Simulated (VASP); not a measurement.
Set up this calculation in VASP 6.6.1, as the native input.

| Quantity | Value |
| --- | --- |
| Task | relaxation of cell and atoms |
| Functional | PBE |
| Potentials or basis | VASP PAW PBE potentials, release 64 (Li_sv, H) |
| Cutoff | 600 eV |
| k mesh | 18 × 18 × 18 |
| Occupations | gaussian, width 0.1 eV |
| Spin | no spin polarisation |
| Dipole correction | no |
| Further INCAR settings | ALGO = Normal; EDIFF = 1e-06; IBRION = 2; EDIFFG = -0.01; NSW = 100; ISIF = 3 |

The structure of LiH2 lies in POSCAR:

```
LiH2
1.0
    1.5962891052      0.9216179446      2.5973207601
   -1.5962891052      0.9216179446      2.5973207601
    0.0000000000     -1.8432358892      2.5973207601
Li H
1 2
Direct
    0.0125437422      0.0125437422      0.0125437422
    0.7282521481      0.7282521481      0.7282521481
    0.5925041097      0.5925041097      0.5925041097
```

One way to write it, as run:

INCAR

```
SYSTEM = LiH2
ALGO = Normal ; EDIFF = 1E-6
EDIFFG = -0.01 ; ENCUT = 600
GGA = PE ; IBRION = 2
ISIF = 3 ; ISMEAR = 0
LASPH = .TRUE. ; LCHARG = .FALSE.
LREAL = .FALSE. ; LWAVE = .FALSE.
NELM = 80 ; NSW = 100
PREC = Accurate ; SIGMA = 0.1
```

KPOINTS

```
k-points
0
G
  18 18 18
  0 0 0
```

Potentials or basis: VASP PAW PBE potentials, release 64 (Li_sv, H).

Command:

```console
$ cat potpaw_PBE.64/Li_sv/POTCAR potpaw_PBE.64/H/POTCAR > POTCAR
$ mpirun -np 1 vasp_std > vasp.out
```

Results of the run:

```
Relaxed volume                        : 7.50 Å³/atom
Relaxed cell                          : a = 3.158 Å, b = 3.158 Å, c = 3.158 Å, α = 60.48°, β = 60.48°, γ = 60.48°
Space group after relaxing (to 0.1 Å) : R3m (No. 160)
Energy gained by relaxing             : 0.2 meV/atom
Ionic steps                           : 6
Pressure after relaxing               : 0.0 GPa
Largest force after relaxing          : 0.009 eV/Å
Band gap on the k mesh                : zero (an odd number of electrons rules out a gap without spin polarisation)
```

Caveat: the cutoff is under 1.25 times the usual one of these potentials, so pressure, stress and relaxed cells hold a basis-set (Pulay) error.

It took 7.3 min on 1 thread of Intel Xeon 8259CL, on a shared host, peak memory 0.23 GiB.
